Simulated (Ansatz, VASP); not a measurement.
# Rb: VASP beside Ansatz

```xyz
2
Lattice="0.0000 5.5565 5.5565 5.5565 0.0000 5.5565 5.5565 5.5565 0.0000" Properties=species:S:1:pos:R:3 pbc="T T T"
Rb    1.3891    1.3891    1.3891
Rb    9.7239    9.7239    9.7239
```

Alike in both runs: task single point; functional RPBE; k mesh 6 × 6 × 6; occupations fermi-dirac, width 0.1 eV; no spin polarisation.

|  | VASP | Ansatz |
| --- | --- | --- |
| version | VASP 6.6.1 | Ansatz 0.2.0 |
| potentials or method | VASP PAW PBE potentials, release 64 (Rb_sv), cutoff 520 eV | plane waves (420 eV) with PAW, scalar-relativistic |
| valence electrons in the cell | 18 | 18 |

|  | VASP | Ansatz | Ansatz less VASP |
| --- | --- | --- | --- |
| pressure (GPa) | 0.0 | 0.0 | 0.00 |

VASP's potentials were made for PBE, not for RPBE.
